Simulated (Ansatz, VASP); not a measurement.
## Ba: VASP beside Ansatz

The input INCAR:

```
PREC     = Accurate       # precision mode
ENCUT    = 500            # plane-wave cutoff, eV
EDIFF    = 1E-6           # SCF threshold, eV
ISMEAR   = -1             # smearing method
SIGMA    = 0.025          # smearing width, eV
LREAL    = False          # projectors in reciprocal space
LASPH    = True           # aspherical terms in the spheres
NELM     = 120            # most SCF steps
ALGO     = Normal         # electronic algorithm
ISIF     = 2              # what is computed and relaxed
LWAVE    = False          # write WAVECAR
LCHARG   = False          # write CHGCAR
GGA      = LIBXC          # functional
LIBXC1   = GGA_X_RPBE   
LIBXC2   = GGA_C_LYP    
NBANDS   = 11             # bands
GGA_COMPAT= False
```

KPOINTS

```
Automatic mesh
0
Gamma
  7 7 7
```

File POSCAR:

```
Ba
1.0
    0.0000000000      3.2326650028      3.2326650028
    3.2326650028      0.0000000000      3.2326650028
    3.2326650028      3.2326650028      0.0000000000
Ba
1
Direct
    0.0000000000      0.0000000000      0.0000000000
```

Contents of input.yaml:

```yaml
crystal:
  lattice:
    - [0.0, 3.2326650028, 3.2326650028]
    - [3.2326650028, 0.0, 3.2326650028]
    - [3.2326650028, 3.2326650028, 0.0]
  atoms:
    - { symbol: Ba, position: [0.0, 0.0, 0.0] }
kpoints:
  mp_grid: { grid: [7, 7, 7] }
scf:
  occupations: { method: fermi_dirac, width: 0.025 }
hamiltonian:
  xc: { exchange: rpbe, correlation: lyp }
  pseudopotentials:
    kind: all_electron
    lapw: { basis_error: 0.001 }
    dirac_shells: { Ba: ["3p", "3d"] }
output:
  forces: true
  stress: true
  eigenvalues: true
```

Alike in both runs: task single point; functional rpbe exchange, lyp correlation; k mesh 7 × 7 × 7; occupations fermi-dirac, width 0.025 eV; no spin polarisation.

|  | VASP | Ansatz |
| --- | --- | --- |
| version | VASP 6.6.1 | Ansatz 0.2.0 |
| potentials or method | VASP PAW PBE potentials, release 64 (Ba_sv), cutoff 500 eV | all-electron LAPW, inner shells corrected to Dirac's equation |

```csv
,VASP,Ansatz,Ansatz less VASP
gap on the k mesh at the Fermi level (eV),none,none,-
pressure (GPa),0.7,0.7,-0.04
```

VASP's potentials were made for PBE, not for rpbe exchange, lyp correlation. A gap of «none» marks a metal or a gap that the smearing closes. Ansatz ran all-electron here, and VASP with PAW potentials.

Spin-orbit coupling is off throughout.
